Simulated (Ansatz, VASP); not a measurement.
## Two plane-wave programs on Zn

INCAR

```
SYSTEM = Zn
PREC = Accurate
ENCUT = 520
EDIFF = 1E-6
ISMEAR = -1
SIGMA = 0.1
LREAL = .FALSE.
LASPH = .TRUE.
NELM = 80
ALGO = Normal
ISIF = 2
LWAVE = .FALSE.
LCHARG = .FALSE.
GGA = RP
NBANDS = 19
```

Contents of KPOINTS:

```
Automatic mesh
0
G
  10 10 10
  0 0 0
```

File POSCAR:

```
Zn
1.0
    0.0000000000      2.9863602757      2.9863602757
    2.9863602757      0.0000000000      2.9863602757
    2.9863602757      2.9863602757      0.0000000000
Zn
2
Direct
    0.1250000000      0.1250000000      0.1250000000
    0.8750000000      0.8750000000      0.8750000000
```

Input for Ansatz:

```yaml
crystal:
  lattice:
    - [0.0, 2.9863602757, 2.9863602757]
    - [2.9863602757, 0.0, 2.9863602757]
    - [2.9863602757, 2.9863602757, 0.0]
  atoms:
    - { symbol: Zn, position: [0.125, 0.125, 0.125] }
    - { symbol: Zn, position: [0.875, 0.875, 0.875] }
hamiltonian:
  xc: rpbe
  pseudopotentials:
    kind: paw
    azcp:
      Zn: "pseudopotentials/Zn.paw.azcp"
basis:
  ecutwfc: 420
  fft_grid_basis: typed
kpoints:
  mp_grid: { grid: [10, 10, 10], shift: [0, 0, 0] }
magnetization:
  spin_polarized: false
scf:
  occupations: { method: fermi_dirac, width: 0.1 }
  lower_state_search: "off"
output:
  stress: true
```

Alike in both runs: task single point; functional RPBE; k mesh 10 × 10 × 10; occupations fermi-dirac, width 0.1 eV; no spin polarisation.

|  | VASP | Ansatz |
| --- | --- | --- |
| version | VASP 6.6.1 | Ansatz 0.2.0 |
| potentials or method | VASP PAW PBE potentials, release 64 (Zn), cutoff 520 eV | plane waves (420 eV) with PAW, scalar-relativistic |
| valence electrons in the cell | 24 | 24 |

```csv
,VASP,Ansatz,Ansatz less VASP
pressure (GPa),0.1,0.0,-0.10
```

VASP's potentials were made for PBE, not for RPBE. With one functional, cell and mesh, what is left measures potentials, basis and numerics.
